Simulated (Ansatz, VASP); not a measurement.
# C: VASP beside Ansatz

The input INCAR:

```
SYSTEM = C
ALGO = Normal
EDIFF = 1E-6
ENCUT = 520
GGA = PS
ISIF = 2
ISMEAR = 0
LASPH = .TRUE.
LCHARG = .FALSE.
LREAL = .FALSE.
LWAVE = .FALSE.
NBANDS = 11
NELM = 60
PREC = Accurate
SIGMA = 0.05
```

Contents of KPOINTS:

```
k-points
0
G
  15 15 15
  0 0 0
```

Contents of POSCAR:

```
C
1.0
    1.1973256878      0.6912763082      3.3470108394
   -1.1973256878      0.6912763082      3.3470108394
    0.0000000000     -1.3825526163      3.3470108394
C
2
Direct
    0.1640000000      0.1640000000      0.1640000000
    0.8360000000      0.8360000000      0.8360000000
```

Input for Ansatz:

```yaml
crystal:
  lattice:
    - [1.1973256878, 0.6912763082, 3.3470108394]
    - [-1.1973256878, 0.6912763082, 3.3470108394]
    - [0.0, -1.3825526163, 3.3470108394]
  atoms:
    - { symbol: C, position: [0.164, 0.164, 0.164] }
    - { symbol: C, position: [0.836, 0.836, 0.836] }
basis:
  ecutwfc: 420
kpoints:
  mp_grid: { grid: [15, 15, 15] }
hamiltonian:
  xc: pbesol
scf:
  occupations: { method: gaussian, width: 0.05 }
output:
  forces: true
  stress: true
  eigenvalues: true
```

Change from the starting cell: strain -0.025 along x and y, +0.000 along z, atoms carried along.

Alike in both runs: task single point; functional PBEsol; k mesh 15 × 15 × 15; occupations gaussian, width 0.05 eV; no spin polarisation.

```csv
,VASP,Ansatz
version,VASP 6.6.1,Ansatz 0.2.0
potentials or method,"VASP PAW PBE potentials, release 64 (C), cutoff 520 eV","scalar-relativistic, plane waves, PAW"
valence electrons in the cell,8,8
```

Ansatz gave:

| Property | Result |
| --- | --- |
| gap on the k mesh at the Fermi level (eV) | 0.74 |
| least direct gap on the mesh (eV) | 0.74 |
| pressure (GPa) | 25.1 |
| traceless stress, the component that is largest in VASP (GPa) | -24.36 |
| rms of the force components (eV/Å) | 0.489 |

Problem. Estimate VASP's values.

Solution. gap on the k mesh at the Fermi level (eV): 0.74; least direct gap on the mesh (eV): 0.74; pressure (GPa): 25.8; traceless stress, the component that is largest in VASP (GPa): -25.18; rms of the force components (eV/Å): 0.487.

VASP's potentials were made for PBE, not for PBEsol. Atom by atom the forces differ by 0.002 eV/Å (rms over components). With one functional, cell and mesh, what is left measures potentials, basis and numerics.
